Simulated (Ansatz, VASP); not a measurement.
Ta in VASP and in Ansatz

The input INCAR:

```
SYSTEM = Ta
PREC = Accurate
ENCUT = 520
EDIFF = 1E-6
ISMEAR = 0
SIGMA = 0.15
LREAL = .FALSE.
LASPH = .TRUE.
NELM = 60
ALGO = Fast
ISIF = 2
LWAVE = .FALSE.
LCHARG = .FALSE.
GGA = PE
NBANDS = 12
```

The input KPOINTS:

```
Automatic mesh
0
G
  22 22 22
  0 0 0
```

File POSCAR:

```
Ta
1.0
   -1.5665384746      1.6523761992      1.6523761992
    1.6523761992     -1.5665384746      1.6523761992
    1.6523761992      1.6523761992     -1.5665384746
Ta
1
Direct
    0.0000000000      0.0000000000      0.0000000000
```

Input for Ansatz:

```yaml
crystal:
  lattice:
    - [-1.5665384746, 1.6523761992, 1.6523761992]
    - [1.6523761992, -1.5665384746, 1.6523761992]
    - [1.6523761992, 1.6523761992, -1.5665384746]
  atoms:
    - { symbol: Ta, position: [0.0, 0.0, 0.0] }
basis:
  ecutwfc: 420
kpoints:
  mp_grid: { grid: [22, 22, 22] }
hamiltonian:
  xc: pbe
scf:
  occupations: { method: gaussian, width: 0.15 }
output:
  forces: true
  stress: true
  eigenvalues: true
```

Alike in both runs: task single point; functional PBE; k mesh 22 × 22 × 22; occupations gaussian, width 0.15 eV; no spin polarisation.

```csv
,VASP,Ansatz
version,VASP 6.6.1,Ansatz 0.2.0
potentials or method,"VASP PAW PBE potentials, release 64 (Ta_pv), cutoff 520 eV","scalar-relativistic, plane waves, PAW"
valence electrons in the cell,11,13
```

VASP gave:

```
gap on the k mesh at the Fermi level (eV)                     : none
pressure (GPa)                                                : 3.7
traceless stress, the component that is largest in VASP (GPa) : -3.62
```

Question: What did Ansatz give for the same quantities?

Answer: gap on the k mesh at the Fermi level (eV): none; pressure (GPa): 3.6; traceless stress, the component that is largest in VASP (GPa): -3.62.

A gap of «none» marks a metal or a gap that the smearing closes. With one functional, cell and mesh, what is left measures potentials, basis and numerics. VASP's potentials hold 11 valence electrons a cell and Ansatz's 13, so a difference there can come from the potentials and not from the codes.

Spin-orbit coupling is off throughout.
